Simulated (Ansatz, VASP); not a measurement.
## AlN: VASP beside Ansatz

File INCAR:

```
SYSTEM = AlN
PREC     = Accurate       ! precision mode
ENCUT    = 520            ! plane-wave cutoff, eV
EDIFF    = 1E-6           ! SCF threshold, eV
ISMEAR   = 0              ! smearing method
SIGMA    = 0.05           ! smearing width, eV
LREAL    = .False.        ! projectors in reciprocal space
LASPH    = .True.         ! aspherical terms in the spheres
NELM     = 60             ! most SCF steps
ALGO     = Normal         ! electronic algorithm
ISIF     = 2              ! what is computed and relaxed
LWAVE    = .False.        ! write WAVECAR
LCHARG   = .False.        ! write CHGCAR
GGA      = PE             ! functional
NBANDS   = 11             ! bands
```

Contents of KPOINTS:

```
regular mesh
0
Gamma
  10 10 10
  0 0 0
```

File POSCAR:

```
AlN
1.0
    0.0000000000      2.1462274258      2.1462274258
    2.1462274258      0.0000000000      2.1462274258
    2.1462274258      2.1462274258      0.0000000000
Al N
1 1
Direct
   -0.0068627833      0.0068627833      0.0068627833
    0.7632197081      0.7367802919      0.7367802919
```

Input for Ansatz:

```yaml
crystal:
  lattice:
    - [0.0, 2.1462274258, 2.1462274258]
    - [2.1462274258, 0.0, 2.1462274258]
    - [2.1462274258, 2.1462274258, 0.0]
  atoms:
    - { symbol: Al, position: [-0.0068627833, 0.0068627833, 0.0068627833] }
    - { symbol: "N", position: [0.7632197081, 0.7367802919, 0.7367802919] }
basis:
  ecutwfc: 520.0
kpoints:
  mp_grid: { grid: [10, 10, 10] }
hamiltonian:
  xc: pbe
  pseudopotentials: { kind: paw, azcp: { folder: soft_1 } }
scf:
  occupations: { method: gaussian, width: 0.05 }
output:
  forces: true
  stress: true
  eigenvalues: true
```

Change from the starting cell: mode 4 frozen in at -0.058 Å, equal normal strain along x, y and z -0.0250.

Alike in both runs: task single point; functional PBE; k mesh 10 × 10 × 10; occupations gaussian, width 0.05 eV; no spin polarisation.

```csv
,VASP,Ansatz
version,VASP 6.6.1,Ansatz 0.2.0
potentials or method,"VASP PAW PBE potentials, release 64 (Al, N), cutoff 520 eV","scalar-relativistic, plane waves, PAW"
valence electrons in the cell,8,8
```

```tsv
	VASP	Ansatz	Ansatz less VASP
gap on the k mesh at the Fermi level (eV)	3.11	3.12	+0.008
least direct gap on the mesh (eV)	4.43	4.41	-0.012
pressure (GPa)	17.9	18.1	+0.14
traceless stress, the component that is largest in VASP (GPa)	-8.68	-8.64	+0.036
rms of the force components (eV/Å)	0.842	0.839	-0.0025
```

Atom by atom the forces differ by 0.003 eV/Å (rms over components). The functional is the same, so the differences come from potentials, cutoffs and numerics.
